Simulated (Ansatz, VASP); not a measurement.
**CdP2C in VASP and in Ansatz**

POSCAR

```
CdP2C
1.0
    3.3048442395      0.0000000000      0.0000000000
    0.0000000000      3.3048442395      0.0000000000
    0.0000000000      0.0000000000      5.9718363745
Cd P C
1 2 1
Direct
    0.0000000000      0.0000000000      0.0000000000
    0.0000000000      0.5000000000      0.3265445503
    0.5000000000      0.0000000000      0.6734554497
    0.5000000000      0.5000000000      0.5000000000
```

INCAR.step1

```
PREC     = Accurate       # precision mode
ENCUT    = 520            # plane-wave cutoff, eV
ISMEAR   = -1             # smearing method
SIGMA    = 0.02           # smearing width, eV
LREAL    = False          # projectors in reciprocal space
LASPH    = True           # aspherical terms in the spheres
NELM     = 60             # most SCF steps
NBANDS   = 21             # bands
GGA      = PE             # functional
ALGO     = Normal         # electronic algorithm
EDIFF    = 1E-4           # SCF threshold, eV
LWAVE    = True           # write WAVECAR
LCHARG   = False          # write CHGCAR
```

File INCAR.step2:

```
PREC     = Accurate       # precision mode
ENCUT    = 520            # plane-wave cutoff, eV
EDIFF    = 1E-6           # SCF threshold, eV
ISMEAR   = -1             # smearing method
SIGMA    = 0.02           # smearing width, eV
LREAL    = False          # projectors in reciprocal space
LASPH    = True           # aspherical terms in the spheres
NELM     = 60             # most SCF steps
ALGO     = Normal         # electronic algorithm
ISIF     = 2              # what is computed and relaxed
LWAVE    = False          # write WAVECAR
LCHARG   = False          # write CHGCAR
METAGGA  = R2SCAN         # meta-GGA
LMIXTAU  = True         
NBANDS   = 21             # bands
ISTART   = 1
```

Contents of KPOINTS:

```
Automatic mesh
0
Gamma
  6 6 4
```

Input for Ansatz:

```yaml
crystal:
  lattice:
    - [3.3048442395, 0.0, 0.0]
    - [0.0, 3.3048442395, 0.0]
    - [0.0, 0.0, 5.9718363745]
  atoms:
    - { symbol: Cd, position: [0.0, 0.0, 0.0] }
    - { symbol: P, position: [0.0, 0.5, 0.3265445503] }
    - { symbol: C, position: [0.5, 0.5, 0.5] }
    - { symbol: P, position: [0.5, 0.0, 0.6734554497] }
kpoints:
  mp_grid: { grid: [6, 6, 4] }
hamiltonian:
  xc: r2scan
scf:
  occupations: { method: fermi_dirac, width: 0.02 }
  n_extra_bands: 5
output:
  forces: true
  stress: true
  eigenvalues: true
```

Alike in both runs: task single point; functional r2SCAN; k mesh 6 × 6 × 4; occupations fermi-dirac, width 0.02 eV; no spin polarisation.

```csv
,VASP,Ansatz
version,VASP 6.6.1,Ansatz 0.2.0
potentials or method,"VASP PAW PBE potentials, release 64 (Cd, P, C)","plane waves, PAW"
plane-wave cutoff (eV),520,500
valence electrons in the cell,26,34
```

```tsv
	VASP	Ansatz	Ansatz less VASP
pressure (GPa)	0.2	0.1	-0.02
rms of the force components (eV/Å)	0.092	0.066	-0.0264
```

VASP's potentials were made for PBE, not for r2SCAN. VASP's potentials hold 26 valence electrons a cell and Ansatz's 34, so a difference there can come from the potentials and not from the codes.
